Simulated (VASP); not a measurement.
Ta, 1 atom in the cell. It takes space group Pm-3m (No. 221, cubic). Conventional cell: a = 2.738 Å, b = 2.738 Å, c = 2.738 Å, α = 90.00°, β = 90.00°, γ = 90.00°. Ta (site symmetry m-3m) has 6 Ta at 2.74 Å within 3.6 Å. 

```yaml
Program: VASP 6.6.1
Task: single point
Functional: PBE
Potentials_or_basis: VASP PAW PBE potentials, release 64 (Ta_pv)
Cutoff: 520 eV
k_mesh: 9 × 9 × 9
Occupations: gaussian, width 0.05 eV
Spin: no spin polarisation
Dipole_correction: no
Further_INCAR_settings: ALGO = Normal; EDIFF = 1e-06; NBANDS = 12
```

Potentials or basis: VASP PAW PBE potentials, release 64 (Ta_pv).

Run with:

```console
$ cat potpaw_PBE.64/Ta_pv/POTCAR > POTCAR
$ mpirun -np 1 vasp_std > vasp.out
```

Hardware: 1 thread of Intel(R) Xeon(R) Platinum 8259CL CPU @ 2.50GHz (Skylake/Cascade Lake), with other jobs on the host.

Task: How long does it take, and how much memory?

Result: Run time: 9.6 s on 1 thread of Intel(R) Xeon(R) Platinum 8259CL CPU @ 2.50GHz (Skylake/Cascade Lake), with other jobs on the host, peak memory 0.12 GiB. Counts: scf iterations 11, k points 35.
